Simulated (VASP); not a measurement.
B3As: single point with PBE

B3As:

```
B As
1.0
     3.43499    0.00000    0.00000
    -1.71749    2.97479    0.00000
     0.00000    0.00000    3.98557
B As
3 1
Direct
  0.50000 0.00000 0.00000
  0.00000 0.50000 0.00000
  0.50000 0.50000 0.00000
  0.00000 0.00000 0.50000
```

The cell was built from a structure type or drawn by symmetry, and may not be a known phase.

```
Program             : VASP 6.6.1
Task                : single point
Functional          : PBE
Potentials or basis : VASP PAW PBE potentials, release 64 (B, As)
Cutoff              : 520 eV
k mesh              : 18 × 18 × 12
Occupations         : gaussian, width 0.1 eV
Spin                : no spin polarisation
```

The pressure is 0.0 GPa. The band gap on the k mesh is zero (bands 7 and 8 overlap by 4.79 eV).

Levels at points of the mesh, in eV from the Fermi level:
| k point | band 4 | band 5 | band 6 | band 7 | band 8 | band 9 | band 10 | band 11 |
| --- | --- | --- | --- | --- | --- | --- | --- | --- |
| (0.00, 0.00, 0.00) | -7.14 | -3.37 | -3.37 | 2.40 | 2.40 | 3.76 | 3.76 | 4.52 |
| (0.50, 0.00, 0.00) | -4.41 | -3.61 | -3.28 | -2.86 | -2.16 | 3.09 | 4.43 | 4.56 |
| (0.00, 0.00, 0.50) | -2.56 | -2.56 | -0.61 | 1.29 | 1.34 | 1.34 | 3.18 | 3.18 |
| (0.50, 0.00, 0.50) | -6.92 | -6.17 | -3.18 | -1.09 | 0.79 | 4.51 | 4.78 | 6.28 |

Run time: 60 s on 1 thread of Intel(R) Xeon(R) Platinum 8559C (Emerald Rapids) (shared host), peak memory 0.27 GiB.
